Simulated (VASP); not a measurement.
A run of VASP 6.6.1 is set up as follows.

INCAR

```
ALGO = Normal
EDIFF = 1E-6
ENCUT = 520
ISIF = 2
ISMEAR = 0
LASPH = T
LCHARG = T
LELF = T
LREAL = F
LVHAR = T
LWAVE = F
NBANDS = 16
NELM = 80
PREC = Accurate
SIGMA = 0.02
```

File KPOINTS:

```
k-points
0
Gamma
  12 12 4
```

Contents of POSCAR:

```
BN
1.0
    2.4889225322      0.0000000000      0.0000000000
   -1.2444612661      2.1554701410      0.0000000000
    0.0000000000      0.0000000000      6.4983068401
B N
2 2
Direct
    0.3333333333      0.6666666667      0.2500000000
    0.6666666667      0.3333333333      0.7500000000
    0.3333333333      0.6666666667      0.7500000000
    0.6666666667      0.3333333333      0.2500000000
```

Potentials or basis: VASP PAW LDA potentials, release 64 (B, N).

Command:

```console
$ cat potpaw_LDA.64/B/POTCAR potpaw_LDA.64/N/POTCAR > POTCAR
$ mpirun -np 1 vasp_std > vasp.out
```

**Question.** Estimate the pressure.

**Answer.** 0.4 GPa.

**Question.** What does it give for the band gap on the k mesh?

**Answer.** 4.05 eV, indirect (least direct gap 4.47 eV).

Stress tensor (GPa, compression positive):
```
 0.78  0.00  0.00
 0.00  0.78  0.00
 0.00  0.00 -0.22
```

A k mesh can miss the band edges. A hybrid or GW would open this gap; LDA tends to underestimate it.
